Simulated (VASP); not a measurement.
Here is a VASP 6.6.1 calculation.

Contents of POSCAR:

```
MgH2
1.0
    4.4848772637      0.0000000000      0.0000000000
    0.0000000000      4.4848772637      0.0000000000
    0.0000000000      0.0000000000      2.9964754811
Mg H
2 4
Direct
    0.0000000000      0.0000000000      0.0000000000
    0.5000000000      0.5000000000      0.5000000000
    0.3046815063      0.3046815063      0.0000000000
    0.1953184937      0.8046815063      0.5000000000
    0.8046815063      0.1953184937      0.5000000000
    0.6953184937      0.6953184937      0.0000000000
```

Contents of INCAR.step1:

```
SYSTEM = MgH2
ALGO = Normal ; EDIFF = 1E-4
ENCUT = 520 ; GGA = PE
ISMEAR = 0 ; LASPH = .TRUE.
LCHARG = .FALSE. ; LREAL = .FALSE.
LWAVE = .TRUE. ; NBANDS = 13
NELM = 60 ; PREC = Accurate
SIGMA = 0.01
```

File INCAR.step2:

```
SYSTEM = MgH2
ALGO = Normal ; EDIFF = 1E-6
ENCUT = 520 ; ISIF = 2
ISMEAR = 0 ; ISTART = 1
LASPH = .TRUE. ; LCHARG = .FALSE.
LMIXTAU = .TRUE. ; LREAL = .FALSE.
LWAVE = .FALSE. ; METAGGA = R2SCAN
NBANDS = 13 ; NELM = 60
PREC = Accurate ; SIGMA = 0.01
```

KPOINTS

```
k-points
0
G
  6 6 8
  0 0 0
```

Potentials or basis: VASP PAW PBE potentials, release 64 (Mg, H).

Launch:

```bash
$ cat potpaw_PBE.64/Mg/POTCAR potpaw_PBE.64/H/POTCAR > POTCAR
$ cp INCAR.step1 INCAR
$ mpirun -np 1 vasp_std > vasp.out
$ cp INCAR.step2 INCAR
$ mpirun -np 1 vasp_std > vasp.out
```

Task: Estimate the pressure.

Result: -0.4 GPa.

Task: What does it give for the band gap on the k mesh?

Result: 4.46 eV, indirect (least direct gap 5.25 eV).

Stress tensor (GPa, compression positive):
```
-0.39  0.00  0.00
 0.00 -0.39  0.00
 0.00  0.00 -0.51
```

Caveat: the PAW data sets were made with another functional, which shifts forces and pressure a little. r2SCAN opens gaps a little over a GGA but as a rule still falls short of measured ones.
